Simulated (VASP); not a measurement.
# SiO2 (I4_1/amd) in VASP: a series of runs

Aim: see how the results for SiO2 move with the level of theory and the settings. Levels: r2SCAN, PBE. Tasks: single point.

Program: VASP 6.6.1. These are calculated values, not measurements. Logs are shortened: lines on timing, memory, paths and dates and some standing lists are left out, and cuts for length are marked.

## (1) The cell of the first run

It takes space group I4_1/amd (No. 141, tetragonal). Conventional cell: a = 3.490 Å, b = 3.490 Å, c = 8.406 Å, α = 90.00°, β = 90.00°, γ = 90.00°. Si (site symmetry -4m2) has 6 O at 1.76 to 1.78 Å within 2.3 Å. Within 2.3 Å of O (site symmetry 2mm) lie 3 Si at 1.76 to 1.78 Å and 2 O at 2.25 Å.

## (2) Single point, r2SCAN

POSCAR reads:

```
SiO2
1.0
   -1.7448856757      1.7448856757      4.2030844901
    1.7448856757     -1.7448856757      4.2030844901
    1.7448856757      1.7448856757     -4.2030844901
Si O
2 4
Direct
    0.7500000000      0.2500000000      0.5000000000
    0.0000000000      0.0000000000      0.0000000000
    0.5409502157      0.0409502157      0.5000000000
    0.7909502157      0.7909502157      0.0000000000
    0.2090497843      0.2090497843      0.0000000000
    0.9590497843      0.4590497843      0.5000000000
```

INCAR.step1 reads:

```
SYSTEM = SiO2
PREC = Accurate
ENCUT = 520
ISMEAR = 0
SIGMA = 0.01
LREAL = .False.
LASPH = .True.
NELM = 60
NBANDS = 25
GGA = PE
ALGO = Normal
EDIFF = 1E-4
LWAVE = .True.
LCHARG = .False.
```

INCAR.step2 reads:

```
SYSTEM = SiO2
PREC = Accurate
ENCUT = 520
EDIFF = 1E-6
ISMEAR = 0
SIGMA = 0.01
LREAL = .False.
LASPH = .True.
NELM = 60
ALGO = Normal
ISIF = 2
LWAVE = .False.
LCHARG = .False.
METAGGA = R2SCAN
LMIXTAU = .True.
NBANDS = 25
ISTART = 1
```

KPOINTS reads:

```
Automatic mesh
0
Gamma
  8 8 8
  0 0 0
```

Potentials or basis: VASP PAW PBE potentials, release 64 (Si, O).

Launch:

```bash
$ cat potpaw_PBE.64/Si/POTCAR potpaw_PBE.64/O/POTCAR > POTCAR
$ cp INCAR.step1 INCAR
$ mpirun -np 1 vasp_std > vasp.out
$ cp INCAR.step2 INCAR
$ mpirun -np 1 vasp_std > vasp.out
```

OUTCAR:

```text
SYSTEM = SiO2
   PREC = Accurate
   ENCUT = 520
   EDIFF = 1E-6
   ISMEAR = 0
   LREAL = .False.
   LASPH = .True.
   NELM = 60
   ISIF = 2
   METAGGA = R2SCAN
   ISTART = 1

 ion  position               nearest neighbor table
   1  0.750  0.250  0.500-   3 1.76   6 1.76   5 1.78   4 1.78   4 1.78   5 1.78   2 2.73   2 2.73
                             2 2.73   2 2.73
   2  0.000  0.000  0.000-   4 1.76   5 1.76   3 1.78   6 1.78   3 1.78   6 1.78   1 2.73   1 2.73
                             1 2.73   1 2.73
   3  0.541  0.041  0.500-   1 1.76   2 1.78   2 1.78
   4  0.791  0.791  0.000-   2 1.76   1 1.78   1 1.78
   5  0.209  0.209  0.000-   2 1.76   1 1.78   1 1.78
   6  0.959  0.459  0.500-   1 1.76   2 1.78   2 1.78

  LATTYP: Found a body centered tetragonal cell.
 ALAT       =     3.4897713514
 C/A-ratio  =     2.4088022205

  Lattice vectors:

 A1 = (  -1.7448856757,   1.7448856757,   4.2030844901)
 A2 = (   1.7448856757,  -1.7448856757,   4.2030844901)
 A3 = (   1.7448856757,   1.7448856757,  -4.2030844901)

Analysis of symmetry for initial positions (statically):
=====================================================================
 Subroutine PRICEL returns:
 Original cell was already a primitive cell.

 Routine SETGRP: Setting up the symmetry group for a
 body centered tetragonal supercell.

 Subroutine GETGRP returns: Found 16 space group operations
 (whereof  8 operations were pure point group operations)
 out of a pool of 16 trial point group operations.

The static configuration has the point symmetry D_2d.
 The point group associated with its full space group is D_4h.

Analysis of symmetry for dynamics (positions and initial velocities):
=====================================================================
 Subroutine PRICEL returns:
 Original cell was already a primitive cell.

 Routine SETGRP: Setting up the symmetry group for a
 body centered tetragonal supercell.

 Subroutine GETGRP returns: Found 16 space group operations
 (whereof  8 operations were pure point group operations)
 out of a pool of 16 trial point group operations.

The dynamic configuration has the point symmetry D_2d.
 The point group associated with its full space group is D_4h.

 Subroutine INISYM returns: Found 16 space group operations
 (whereof  8 operations are pure point group operations),
 and found     1 'primitive' translations

----------------------------------------------------------------------------------------

                                     Primitive cell

  volume of cell :      51.1873

  direct lattice vectors                    reciprocal lattice vectors
    -1.744885676  1.744885676  4.203084490     0.000000000  0.286551725  0.118960254
     1.744885676 -1.744885676  4.203084490     0.286551725  0.000000000  0.118960254
     1.744885676  1.744885676 -4.203084490     0.286551725  0.286551725  0.000000000

  length of vectors
     4.873927705  4.873927705  4.873927705     0.310263490  0.310263490  0.405245336

  position of ions in fractional coordinates (direct lattice)
     0.750000000  0.250000000  0.500000000
     0.000000000  0.000000000  0.000000000
     0.540950216  0.040950216  0.500000000
     0.790950216  0.790950216  0.000000000
     0.209049784  0.209049784  0.000000000
     0.959049784  0.459049784  0.500000000

  ion indices of the primitive-cell ions
   primitive index   ion index
                 1           1
                 2           2
                 3           3
                 4           4
                 5           5
                 6           6

----------------------------------------------------------------------------------------

 KPOINTS: Automatic mesh

Automatic generation of k-mesh.
 Grid dimensions read from file:
 generate k-points for:    8    8    8

 Generating k-lattice:

  Cartesian coordinates                     Fractional coordinates (reciprocal lattice)
     0.000000000  0.035818966  0.014870032     0.125000000  0.000000000  0.000000000
     0.035818966  0.000000000  0.014870032     0.000000000  0.125000000  0.000000000
     0.035818966  0.035818966  0.000000000     0.000000000  0.000000000  0.125000000

  Length of vectors
     0.038782936  0.038782936  0.050655667

  Shift w.r.t. Gamma in fractional coordinates (k-lattice)
     0.000000000  0.000000000  0.000000000

 Subroutine IBZKPT returns following result:
 ===========================================

 Found     59 irreducible k-points:

 Following reciprocal coordinates:
            Coordinates               Weight
  0.000000  0.000000  0.000000      1.000000
  0.125000  0.000000  0.000000      8.000000
  0.250000  0.000000  0.000000      8.000000
  0.375000  0.000000  0.000000      8.000000
  0.500000  0.000000  0.000000      4.000000
  0.125000  0.125000  0.000000      8.000000
[... 16 lines left out ...]
  0.250000  0.125000  0.125000     16.000000
  0.375000  0.125000  0.125000      8.000000
 [... further k-points ...]
   k-points           NKPTS =     59   k-points in BZ     NKDIM =     59   number of bands    NBANDS=     25
   number of dos      NEDOS =    301   number of ions     NIONS =      6
   total plane-waves  NPLWV =  46656
   dimension x,y,z NGX =    36 NGY =   36 NGZ =   36
   dimension x,y,z NGXF=    72 NGYF=   72 NGZF=   72
   ions per type =               2   4
   NGX,Y,Z   is equivalent  to a cutoff of  12.28, 12.28, 12.28 a.u.
   NGXF,Y,Z  is equivalent  to a cutoff of  24.56, 24.56, 24.56 a.u.
 SYSTEM =  SiO2
   PREC   = accura    normal or accurate (medium, high low for compatibility)
   ISTART =      1    job   : 0-new  1-cont  2-samecut
   ICHARG =      0    charge: 1-file 2-atom 10-const
   ISPIN  =      1    spin polarized calculation?
   LNONCOLLINEAR =      F non collinear calculations
   LSORBIT =      F    spin-orbit coupling
   LASPH  =      T    aspherical Exc in radial PAW
   ENCUT  =  520.0 eV  38.22 Ry    6.18 a.u.   9.06  9.06  9.06*2*pi/ulx,y,z
   NELM   =     60;   NELMIN=  2; NELMDL=  0     # of ELM steps
   EDIFF  = 0.1E-05   stopping-criterion for ELM
   LREAL  =      F    real-space projection
   EDIFFG = 0.1E-04   stopping-criterion for IOM
   NSW    =      0    number of steps for IOM
   IBRION =     -1    ionic relax: 0-MD 1-quasi-New 2-CG
   NFREE  =      0    steps in history (QN), initial steepest desc. (CG)
   ISIF   =      2    stress and relaxation
   ISYM   =      2    0-nonsym 1-usesym 2-fastsym
   POTIM  = 0.5000    time-step for ionic-motion
   TEBEG  =    0.0;   TEEND  =   0.0 temperature during run
   PSTRESS=    0.0 pullay stress
   NELECT =      32.0000    total number of electrons
   NUPDOWN=      -1.0000    fix difference up-down
   EMIN   =  10.00;   EMAX   =-10.00  energy-range for DOS
   EFERMI =   0.00;   METHOD = LEGACY
   ISMEAR =     0;   SIGMA  =   0.01  broadening in eV -4-tet -1-fermi 0-gaus
   EFERMI_NEDOS =   21; number of points for ismear=-14 and -15
   IALGO  =     38    algorithm
   IMIX   =      4    mixing-type and parameters
     AMIX     =   0.40;   BMIX     =  1.00
     AMIX_MAG =   1.60;   BMIX_MAG =  1.00
  volume/ion in A,a.u.               =       8.53        57.57
  Fermi-wavevector in a.u.,A,eV,Ry     =   1.399816  2.645268 26.660391  1.959483
  Thomas-Fermi vector in A             =   2.522838
   LORBIT       =      0    0 simple, 1 ext, 2 COOP (PROOUT), +10 PAW based schemes
   METAGGA = R2SCAN    functional components
   LHFCALC =     F    Hartree Fock is set to
   AEXX    =    0.0000 exact exchange contribution
   IVDW    =     0    specifies the selected vdW correction
   LEPSILON=     F    determine dielectric tensor
   LRPA    =     F    only Hartree local field effects (RPA)
 non-spin polarized calculation
 Gauss-broadening in eV      SIGMA  =   0.01
  energy-cutoff  :      520.00
  volume of cell :       51.19
 maximum number of plane-waves:      1416
   NGX = 19   NGY = 19   NGZ = 19

 number of electron      32.0000010 magnetization

 Free energy of the ion-electron system (eV)
  ---------------------------------------------------
  ext. energy  EPLUGINS =         0.00000000
  ---------------------------------------------------
  free energy    TOTEN  =       -58.35185403 eV

  energy without entropy =      -58.35185403  energy(sigma->0) =      -58.35185403

 E-fermi :   5.7394     XC(G=0): -12.1743

 val. band max:        5.6867558909   @ k =   0.2500   0.2500   0.2500
 cond. band min:      12.9148535080   @ k =   0.0000   0.0000   0.0000
 fundamental gap:      7.2280976171
 Fermi energy:         5.7394199167

 k-point     1 :       0.0000    0.0000    0.0000
  band No.  band energies     occupation
      1     -16.9116      2.00000
      2     -13.9060      2.00000
      3     -12.8587      2.00000
      4     -12.0401      2.00000
      5      -2.0964      2.00000
      6      -2.0964      2.00000
[... 17 lines left out ...]
     24      20.8634      0.00000
     25      20.8634      0.00000

 k-point     2 :       0.1250    0.0000    0.0000
  band No.  band energies     occupation
      1     -16.7848      2.00000
      2     -13.9884      2.00000
      3     -12.8124      2.00000
      4     -12.1760      2.00000
      5      -2.5501      2.00000
      6      -2.0910      2.00000
[... 17 lines left out ...]
     24      20.8591      0.00000
     25      20.8631      0.00000

 k-point     3 :       0.2500    0.0000    0.0000
  band No.  band energies     occupation
      1     -16.4277      2.00000
      2     -14.1442      2.00000
      3     -12.9116      2.00000
      4     -12.4083      2.00000
      5      -2.9239      2.00000
      6      -2.0661      2.00000
[... 17 lines left out ...]
     24      20.4203      0.00000
     25      20.6674      0.00000

 k-point     4 :       0.3750    0.0000    0.0000
  band No.  band energies     occupation
      1     -15.9412      2.00000
      2     -14.2477      2.00000
      3     -13.4509      2.00000
      4     -12.4079      2.00000
      5      -2.9540      2.00000
      6      -2.0259      2.00000
[... 17 lines left out ...]
     24      20.8769      0.00000
     25      20.8895      0.00000

 k-point     5 :       0.5000    0.0000    0.0000
  band No.  band energies     occupation
      1     -15.6539      2.00000
      2     -14.2389      2.00000
      3     -13.8384      2.00000
      4     -12.3868      2.00000
      5      -2.9403      2.00000
      6      -2.0049      2.00000
[... 17 lines left out ...]
     24      21.0391      0.00000
     25      21.0836      0.00000

 k-point     6 :       0.1250    0.1250    0.0000
  band No.  band energies     occupation
      1     -16.6223      2.00000
      2     -14.1439      2.00000
      3     -12.7411      2.00000
      4     -12.3059      2.00000
      5      -3.0839      2.00000
      6      -1.7262      2.00000
[... 17 lines left out ...]
     24      20.4451      0.00000
     25      20.8315      0.00000
[... 393 lines left out ...]
 k-point    21 :       0.5000    0.5000    0.0000
  band No.  band energies     occupation
      1     -14.1198      2.00000
      2     -14.1198      2.00000
      3     -13.8564      2.00000
      4     -13.8564      2.00000
      5      -3.9749      2.00000
      6      -3.9749      2.00000
[... 17 lines left out ...]
     24      21.3340      0.00000
     25      21.4219      0.00000

 k-point    22 :       0.1250    0.1250    0.1250
  band No.  band energies     occupation
      1     -16.0123      2.00000
      2     -14.1271      2.00000
      3     -12.8838      2.00000
      4     -12.8754      2.00000
      5      -4.1589      2.00000
      6      -1.6698      2.00000
[... 17 lines left out ...]
     24      20.6487      0.00000
     25      20.7246      0.00000

 k-point    23 :       0.2500    0.1250    0.1250
  band No.  band energies     occupation
      1     -15.5155      2.00000
      2     -14.1839      2.00000
      3     -13.4240      2.00000
      4     -12.8544      2.00000
      5      -4.2373      2.00000
      6      -2.1999      2.00000
[... 17 lines left out ...]
     24      21.0070      0.00000
     25      21.3311      0.00000

 k-point    24 :       0.3750    0.1250    0.1250
  band No.  band energies     occupation
      1     -15.2091      2.00000
      2     -14.1305      2.00000
      3     -13.8354      2.00000
      4     -12.8460      2.00000
      5      -4.1726      2.00000
      6      -2.4160      2.00000
[... 17 lines left out ...]
     24      21.1984      0.00000
     25      21.2206      0.00000

 [... further k-points ...]

------------------------ aborting loop because EDIFF is reached ----------------------------------------

  FORCE on cell =-STRESS in cart. coord.  units (eV):
  Direction    XX          YY          ZZ          XY          YZ          ZX
  --------------------------------------------------------------------------------------
  -------------------------------------------------------------------------------------
  Total        0.0470553      0.0470553      0.3020281      0.0000000      0.0000000      0.0000000
  in kB        1.4728445      1.4728445      9.4535697      0.0000000      0.0000000      0.0000000
  external PRESSURE =       4.1330863 kB  Pullay stress =       0.0000000 kB

 VOLUME and BASIS-vectors are now :
 -----------------------------------------------------------------------------
  energy-cutoff  :      520.00
  volume of cell :       51.19
      direct lattice vectors                 reciprocal lattice vectors
    -1.744885676  1.744885676  4.203084490     0.000000000  0.286551725  0.118960254
     1.744885676 -1.744885676  4.203084490     0.286551725  0.000000000  0.118960254
     1.744885676  1.744885676 -4.203084490     0.286551725  0.286551725  0.000000000

 POSITION                                       TOTAL-FORCE (eV/Angst)
 -----------------------------------------------------------------------------------
      0.00000      1.74489      2.10154         0.000000      0.000000      0.000000
      0.00000      0.00000      0.00000         0.000000      0.000000      0.000000
      0.00000      1.74489      0.34423        -0.000000      0.000000     -0.009572
      0.00000      0.00000      6.64886         0.000000     -0.000000     -0.009572
      0.00000      0.00000      1.75731         0.000000     -0.000000      0.009572
      0.00000      1.74489      3.85885        -0.000000      0.000000      0.009572
 -----------------------------------------------------------------------------------
    total drift:                               -0.000000     -0.000000      0.000000

  FREE ENERGIE OF THE ION-ELECTRON SYSTEM (eV)
  ---------------------------------------------------
  free  energy   TOTEN  =       -58.3518540317 eV

  energy  without entropy=      -58.3518540317  energy(sigma->0) =      -58.35185403
```

Wall time 8.6 min (1 thread of Intel Xeon 8259CL, shared host); peak memory 0.24 GiB.

What came out:

| Property | Result |
| --- | --- |
| Free energy | -58.3519 eV |
| Pressure | 0.4 GPa |
| Largest force | 0.010 eV/Å |
| Band gap on the k mesh | 7.23 eV (least direct gap 7.98 eV) |

Forces on the atoms (eV/Å):
```
Si   0.000  0.000  0.000
Si   0.000  0.000  0.000
O    0.000  0.000 -0.010
O    0.000  0.000 -0.010
O    0.000  0.000  0.010
O    0.000  0.000  0.010
```

Levels at points of the mesh, in eV from the valence-band top:
| k point | band 14 | band 15 | band 16 | band 17 | band 18 | band 19 |
| --- | --- | --- | --- | --- | --- | --- |
| (0.00, 0.00, 0.00) | -0.88 | -0.75 | -0.75 | 7.23 | 9.69 | 12.03 |
| (0.50, 0.00, 0.00) | -1.95 | -1.36 | -1.31 | 9.93 | 10.25 | 12.20 |
| (0.50, 0.50, 0.00) | -2.13 | -0.07 | -0.07 | 10.86 | 10.86 | 12.27 |
| (0.50, 0.50, 0.50) | -2.16 | -0.51 | -0.51 | 8.42 | 8.42 | 11.24 |

Caveat: the PAW data sets were made with another functional, which shifts forces and pressure a little. A k mesh can miss the band edges.

(Continued in part 2 of 2.)
